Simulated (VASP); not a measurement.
# NaB2 (F-43m) in VASP: further runs

NaB2 is run at these levels: PBE; tasks: relaxation of cell and atoms.

All numbers are computed with VASP 6.6.1; they aren't measurements. Logs are shortened: lines on timing, memory, paths and dates and some standing lists are left out, and cuts for length are marked.

### Step 1. The cell of the first run

Symmetry: F-43m, No. 216, cubic system. Conventional cell: a = 6.263 Å, b = 6.263 Å, c = 6.263 Å, α = 90.00°, β = 90.00°, γ = 90.00°. Na (site symmetry -43m) has 12 B at 2.57 Å and 4 Na at 2.71 Å within 3.4 Å. Within 3.5 Å of Na (site symmetry -43m) lie 12 B at 2.65 Å and 4 Na at 2.71 Å. B (site symmetry 3m) has 3 B at 1.82 Å within 2.4 Å.

The cell was generated, and may not be a known phase.

### Step 2. Relaxation of cell and atoms, PBE

The input, INCAR:

```
SYSTEM = NaB2
PREC = Accurate
ENCUT = 600
EDIFF = 1E-6
ISMEAR = 0
SIGMA = 0.1
LREAL = .FALSE.
LASPH = .TRUE.
NELM = 60
ALGO = Normal
ISIF = 3
LWAVE = .FALSE.
LCHARG = .FALSE.
GGA = PE
IBRION = 2
NSW = 90
EDIFFG = -0.04
```

The input, KPOINTS:

```
regular mesh
0
G
  6 6 6
  0 0 0
```

The input, POSCAR:

```
NaB2
1.0
    0.0000000000      3.1313536557      3.1313536557
    3.1313536557      0.0000000000      3.1313536557
    3.1313536557      3.1313536557      0.0000000000
Na B
2 4
Direct
    0.7500000000      0.7500000000      0.7500000000
    0.5000000000      0.5000000000      0.5000000000
    0.1027021562      0.6918935315      0.1027021562
    0.1027021562      0.1027021562      0.1027021562
    0.6918935315      0.1027021562      0.1027021562
    0.1027021562      0.1027021562      0.6918935315
```

Potentials or basis: VASP PAW PBE potentials, release 64 (Na_pv, B).

Launch:

```bash
$ cat potpaw_PBE.64/Na_pv/POTCAR potpaw_PBE.64/B/POTCAR > POTCAR
$ mpirun -np 1 vasp_std > vasp.out
```

OUTCAR:

```text
SYSTEM = NaB2
   PREC = Accurate
   ENCUT = 600
   EDIFF = 1E-6
   ISMEAR = 0
   LREAL = .FALSE.
   LASPH = .TRUE.
   NELM = 60
   ISIF = 3
   GGA = PE
   IBRION = 2
   NSW = 90
   EDIFFG = -0.04

 ion  position               nearest neighbor table
   1  0.750  0.750  0.750-   2 2.71   2 2.71   2 2.71   2 2.71
   2  0.500  0.500  0.500-   1 2.71   1 2.71   1 2.71   1 2.71
   3  0.103  0.692  0.103-   4 1.82   5 1.82   6 1.82
   4  0.103  0.103  0.103-   3 1.82   5 1.82   6 1.82
   5  0.692  0.103  0.103-   3 1.82   4 1.82   6 1.82
   6  0.103  0.103  0.692-   3 1.82   4 1.82   5 1.82

  LATTYP: Found a face centered cubic cell.
 ALAT       =     6.2627073114

  Lattice vectors:

 A1 = (   0.0000000000,   3.1313536557,   3.1313536557)
 A2 = (   3.1313536557,   0.0000000000,   3.1313536557)
 A3 = (   3.1313536557,   3.1313536557,   0.0000000000)

Analysis of symmetry for initial positions (statically):
=====================================================================
 Subroutine PRICEL returns:
 Original cell was already a primitive cell.

 Routine SETGRP: Setting up the symmetry group for a
 face centered cubic supercell.

 Subroutine GETGRP returns: Found 24 space group operations
 (whereof 24 operations were pure point group operations)
 out of a pool of 48 trial point group operations.

The static configuration has the point symmetry T_d .

Analysis of symmetry for dynamics (positions and initial velocities):
=====================================================================
 Subroutine PRICEL returns:
 Original cell was already a primitive cell.

 Routine SETGRP: Setting up the symmetry group for a
 face centered cubic supercell.

 Subroutine GETGRP returns: Found 24 space group operations
 (whereof 24 operations were pure point group operations)
 out of a pool of 48 trial point group operations.

The dynamic configuration has the point symmetry T_d .

 Subroutine INISYM returns: Found 24 space group operations
 (whereof 24 operations are pure point group operations),
 and found     1 'primitive' translations

----------------------------------------------------------------------------------------

                                     Primitive cell

  volume of cell :      61.4082

  direct lattice vectors                    reciprocal lattice vectors
     0.000000000  3.131353656  3.131353656    -0.159675353  0.159675353  0.159675353
     3.131353656  0.000000000  3.131353656     0.159675353 -0.159675353  0.159675353
     3.131353656  3.131353656  0.000000000     0.159675353  0.159675353 -0.159675353

  length of vectors
     4.428402808  4.428402808  4.428402808     0.276565824  0.276565824  0.276565824

  position of ions in fractional coordinates (direct lattice)
     0.750000000  0.750000000  0.750000000
     0.500000000  0.500000000  0.500000000
     0.102702156  0.691893531  0.102702156
     0.102702156  0.102702156  0.102702156
     0.691893531  0.102702156  0.102702156
     0.102702156  0.102702156  0.691893531

  ion indices of the primitive-cell ions
   primitive index   ion index
                 1           1
                 2           2
                 3           3
                 4           4
                 5           5
                 6           6

----------------------------------------------------------------------------------------

 KPOINTS: regular mesh
[... 66 lines left out ...]
   ISYM   =      2    0-nonsym 1-usesym 2-fastsym
   POTIM  = 0.5000    time-step for ionic-motion
   TEBEG  =    0.0;   TEEND  =   0.0 temperature during run
   PSTRESS=    0.0 pullay stress
   NELECT =      26.0000    total number of electrons
   NUPDOWN=      -1.0000    fix difference up-down
   EMIN   =  10.00;   EMAX   =-10.00  energy-range for DOS
   EFERMI =   0.00;   METHOD = LEGACY
   ISMEAR =     0;   SIGMA  =   0.10  broadening in eV -4-tet -1-fermi 0-gaus
   EFERMI_NEDOS =   21; number of points for ismear=-14 and -15
   IALGO  =     38    algorithm
   IMIX   =      4    mixing-type and parameters
     AMIX     =   0.40;   BMIX     =  1.00
     AMIX_MAG =   1.60;   BMIX_MAG =  1.00
  volume/ion in A,a.u.               =      10.23        69.07
  Fermi-wavevector in a.u.,A,eV,Ry     =   1.229298  2.323036 20.560763  1.511173
  Thomas-Fermi vector in A             =   2.364191
   LORBIT       =      0    0 simple, 1 ext, 2 COOP (PROOUT), +10 PAW based schemes
   GGA     = PE    functional components
   LHFCALC =     F    Hartree Fock is set to
   AEXX    =    0.0000 exact exchange contribution
   IVDW    =     0    specifies the selected vdW correction
   LEPSILON=     F    determine dielectric tensor
   LRPA    =     F    only Hartree local field effects (RPA)
 conjugate gradient relaxation of ions
 non-spin polarized calculation
 Gauss-broadening in eV      SIGMA  =   0.10
  energy-cutoff  :      600.00
  volume of cell :       61.41
 maximum number of plane-waves:      2085
   NGX = 17   NGY = 17   NGZ = 17

--------------------------------------- Ionic step        1  -------------------------------------------

 number of electron      26.0000014 magnetization

 Free energy of the ion-electron system (eV)
  ---------------------------------------------------
  ext. energy  EPLUGINS =         0.00000000
  ---------------------------------------------------
  free energy    TOTEN  =       -22.86105053 eV

  energy without entropy =      -22.85001775  energy(sigma->0) =      -22.85553414

------------------------ aborting loop because EDIFF is reached ----------------------------------------

  FORCE on cell =-STRESS in cart. coord.  units (eV):
  Direction    XX          YY          ZZ          XY          YZ          ZX
  --------------------------------------------------------------------------------------
  -------------------------------------------------------------------------------------
  Total        0.2280213      0.2280213      0.2280213      0.0000000      0.0000000     -0.0000000
  in kB        5.9492150      5.9492150      5.9492150      0.0000000      0.0000000     -0.0000000
  external PRESSURE =       5.9492150 kB  Pullay stress =       0.0000000 kB

 VOLUME and BASIS-vectors are now :
 -----------------------------------------------------------------------------
  energy-cutoff  :      600.00
  volume of cell :       61.41
      direct lattice vectors                 reciprocal lattice vectors
     0.000000000  3.131353656  3.131353656    -0.159675353  0.159675353  0.159675353
     3.131353656  0.000000000  3.131353656     0.159675353 -0.159675353  0.159675353
     3.131353656  3.131353656  0.000000000     0.159675353  0.159675353 -0.159675353

 POSITION                                       TOTAL-FORCE (eV/Angst)
 -----------------------------------------------------------------------------------
      4.69703      4.69703      4.69703         0.000000      0.000000      0.000000
      3.13135      3.13135      3.13135         0.000000      0.000000     -0.000000
      2.48816      0.64319      2.48816        -0.034359      0.034359     -0.034359
      0.64319      0.64319      0.64319         0.034359      0.034359      0.034359
      0.64319      2.48816      2.48816         0.034359     -0.034359     -0.034359
      2.48816      2.48816      0.64319        -0.034359     -0.034359      0.034359
 -----------------------------------------------------------------------------------
    total drift:                               -0.000001     -0.000001     -0.000001

  FREE ENERGIE OF THE ION-ELECTRON SYSTEM (eV)
  ---------------------------------------------------
  free  energy   TOTEN  =       -22.8610505340 eV

  energy  without entropy=      -22.8500177496  energy(sigma->0) =      -22.85553414

--------------------------------------- Ionic step        2  -------------------------------------------

 number of electron      26.0000016 magnetization

 Free energy of the ion-electron system (eV)
  ---------------------------------------------------
  ext. energy  EPLUGINS =         0.00000000
  ---------------------------------------------------
  free energy    TOTEN  =       -22.86170970 eV

  energy without entropy =      -22.85026055  energy(sigma->0) =      -22.85598513

 E-fermi :   4.3416     XC(G=0): -10.6032

 val. band max:        4.2363990761   @ k =  -0.1667   0.1667   0.0000
 cond. band min:       4.3692336575   @ k =   0.1667   0.1667   0.0000
 fundamental gap:      0.1328345814
 Fermi energy:         4.3415560198

 k-point     1 :       0.0000    0.0000    0.0000
  band No.  band energies     occupation
      1     -19.2132      2.00000
      2     -19.2132      2.00000
      3     -19.2132      2.00000
      4     -18.8600      2.00000
      5     -18.8600      2.00000
      6     -18.8600      2.00000
[... 297 lines left out ...]
      4     -18.8901      2.00000
      5     -18.8312      2.00000
      6     -18.8288      2.00000
[... 9 lines left out ...]
     16       7.6820      0.00000
     17       9.5491      0.00000

------------------------ aborting loop because EDIFF is reached ----------------------------------------

  FORCE on cell =-STRESS in cart. coord.  units (eV):
  Direction    XX          YY          ZZ          XY          YZ          ZX
  --------------------------------------------------------------------------------------
  -------------------------------------------------------------------------------------
  Total       -0.0749904     -0.0749904     -0.0749904      0.0000000      0.0000000      0.0000000
  in kB       -1.9458230     -1.9458230     -1.9458230      0.0000000      0.0000000      0.0000000
  external PRESSURE =      -1.9458230 kB  Pullay stress =       0.0000000 kB

 VOLUME and BASIS-vectors are now :
 -----------------------------------------------------------------------------
  energy-cutoff  :      600.00
  volume of cell :       61.75
      direct lattice vectors                 reciprocal lattice vectors
    -0.000000000  3.137094655  3.137094655    -0.159383141  0.159383141  0.159383141
     3.137094655  0.000000000  3.137094655     0.159383141 -0.159383141  0.159383141
     3.137094655  3.137094655  0.000000000     0.159383141  0.159383141 -0.159383141

 POSITION                                       TOTAL-FORCE (eV/Angst)
 -----------------------------------------------------------------------------------
      4.70564      4.70564      4.70564        -0.000000     -0.000000     -0.000000
      3.13709      3.13709      3.13709        -0.000000     -0.000000     -0.000000
      2.49106      0.64603      2.49106         0.011130     -0.011130      0.011130
      0.64603      0.64603      0.64603        -0.011130     -0.011130     -0.011130
      0.64603      2.49106      2.49106        -0.011130      0.011130      0.011130
      2.49106      2.49106      0.64603         0.011130      0.011130     -0.011130
 -----------------------------------------------------------------------------------
    total drift:                               -0.000001     -0.000001     -0.000001

  FREE ENERGIE OF THE ION-ELECTRON SYSTEM (eV)
  ---------------------------------------------------
  free  energy   TOTEN  =       -22.8617096976 eV

  energy  without entropy=      -22.8502605527  energy(sigma->0) =      -22.85598513

 reached required accuracy - stopping structural energy minimisation
```

Wall time 26 s (1 thread of Intel Xeon Platinum 8488C (Sapphire Rapids), shared host); peak memory 0.2 GiB.

What came out:

* Free energy: -22.8617 eV
* Relaxed volume: 10.29 Å³/atom
* Relaxed cell: a = 4.437 Å, b = 4.437 Å, c = 4.437 Å, α = 60.00°, β = 60.00°, γ = 60.00°
* Space group after relaxing (to 0.1 Å): F-43m (No. 216)
* Energy gained by relaxing: 0.1 meV/atom
* Ionic steps: 2
* Pressure after relaxing: -0.2 GPa
* Largest force after relaxing: 0.019 eV/Å
* Band gap on the k mesh: zero (bands 13 and 14 overlap by 2.27 eV)

Forces on the atoms (eV/Å):
```
Na   0.000  0.000  0.000
Na   0.000  0.000  0.000
B    0.011 -0.011  0.011
B   -0.011 -0.011 -0.011
B   -0.011  0.011  0.011
B    0.011  0.011 -0.011
```

Step by step:
```tsv
step	energy change (eV)	largest force (eV/Å)	pressure (GPa)	volume (Å³)
1	0.0000	0.0595	0.59	61.41
2	-0.0007	0.0193	-0.19	61.75
```

Final structure:
```
Na B
1.0
     0.00000    3.13709    3.13709
     3.13709    0.00000    3.13709
     3.13709    3.13709    0.00000
Na B
2 4
Direct
  0.75000 0.75000 0.75000
  0.50000 0.50000 0.50000
  0.10297 0.69110 0.10297
  0.10297 0.10297 0.10297
  0.69110 0.10297 0.10297
  0.10297 0.10297 0.69110
```

Levels at points of the mesh, in eV from the Fermi level:
```csv
k point,band 9,band 10,band 11,band 12,band 13,band 14,band 15,band 16,band 17
"(0.00, 0.00, 0.00)",-3.99,-3.99,-3.99,-0.79,-0.79,-0.79,-0.45,-0.45,5.58
"(0.50, 0.00, 0.00)",-4.38,-4.38,-4.36,-1.46,-1.46,1.96,2.18,2.18,5.24
"(0.50, 0.50, 0.00)",-5.22,-5.22,-3.34,-3.23,1.48,1.56,2.46,2.46,4.75
```

### Step 3. Relaxation of cell and atoms, PBE

This run uses another cell than the first one, of 10.26 Å³/atom.

The input, INCAR:

```
SYSTEM = NaB2
ALGO = Normal
EDIFF = 1E-7
EDIFFG = -0.01
ENCUT = 600
GGA = PE
IBRION = 2
ISIF = 3
ISMEAR = 0
LASPH = .True.
LCHARG = .False.
LREAL = .False.
LWAVE = .False.
NELM = 100
NSW = 100
PREC = Accurate
SIGMA = 0.1
```

The input, KPOINTS:

```
k-points
0
Gamma
  10 10 10
  0 0 0
```

The input, POSCAR:

```
NaB2
1.0
    0.0000000000      3.1340983008      3.1340983008
    3.1340983008      0.0000000000      3.1340983008
    3.1340983008      3.1340983008      0.0000000000
Na B
2 4
Direct
    0.2500000000      0.2500000000      0.2500000000
    0.5000000000      0.5000000000      0.5000000000
    0.3080817889      0.8973060704      0.8973060704
    0.8973060704      0.3080817889      0.8973060704
    0.8973060704      0.8973060704      0.3080817889
    0.8973060704      0.8973060704      0.8973060704
```

Potentials or basis: VASP PAW PBE potentials, release 64 (Na_pv, B).

Launch:

```bash
$ cat potpaw_PBE.64/Na_pv/POTCAR potpaw_PBE.64/B/POTCAR > POTCAR
$ mpirun -np 1 vasp_std > vasp.out
```

Wall time 2 min (1 thread of Intel Xeon Platinum 8488C (Sapphire Rapids), shared host); peak memory 0.23 GiB.

The run converged. Its results:

```
Free energy                           : -22.8626 eV
Relaxed volume                        : 10.24 Å³/atom
Relaxed cell                          : a = 4.429 Å, b = 4.429 Å, c = 4.429 Å, α = 60.00°, β = 60.00°, γ = 60.00°
Space group after relaxing (to 0.1 Å) : F-43m (No. 216)
Energy gained by relaxing             : 0.2 meV/atom
Ionic steps                           : 5
Pressure after relaxing               : -0.1 GPa
Largest force after relaxing          : 0.008 eV/Å
Band gap on the k mesh                : zero (bands 13 and 14 overlap by 2.31 eV)
```

Forces in eV/Å, atoms in the order of the input:
```
Na   0.000  0.000  0.000
Na   0.000  0.000  0.000
B   -0.005  0.005  0.005
B    0.005 -0.005  0.005
B    0.005  0.005 -0.005
B   -0.005 -0.005 -0.005
```

The path:
| step | energy change (eV) | largest force (eV/Å) | pressure (GPa) | volume (Å³) |
| --- | --- | --- | --- | --- |
| 1 | 0.0000 | 0.0979 | 0.34 | 61.57 |
| 2 | -0.0009 | 0.0007 | -0.40 | 61.76 |
| 3 | -0.0009 | 0.0171 | -0.25 | 61.73 |
| 4 | -0.0012 | 0.0133 | -0.18 | 61.61 |
| 5 | -0.0014 | 0.0084 | -0.07 | 61.45 |

Final structure:
```
CELL_PARAMETERS angstrom
0.00000 3.13211 3.13211
3.13211 0.00000 3.13211
3.13211 3.13211 0.00000
ATOMIC_POSITIONS crystal
Na 0.25000 0.25000 0.25000
Na 0.50000 0.50000 0.50000
B 0.31003 0.89666 0.89666
B 0.89666 0.31003 0.89666
B 0.89666 0.89666 0.31003
B 0.89666 0.89666 0.89666
```

Levels at points of the mesh, in eV from the Fermi level:
| k point | band 9 | band 10 | band 11 | band 12 | band 13 | band 14 | band 15 | band 16 | band 17 |
| --- | --- | --- | --- | --- | --- | --- | --- | --- | --- |
| (0.00, 0.00, 0.00) | -4.03 | -4.03 | -4.03 | -0.87 | -0.87 | -0.87 | -0.52 | -0.52 | 5.51 |
| (0.50, 0.00, 0.00) | -4.45 | -4.43 | -4.43 | -1.54 | -1.54 | 1.93 | 2.13 | 2.13 | 5.16 |
| (0.50, 0.50, 0.00) | -5.28 | -5.28 | -3.42 | -3.31 | 1.44 | 1.54 | 2.41 | 2.41 | 4.66 |

The gap in the log of VASP goes by the Fermi energy; the results here count the filled bands.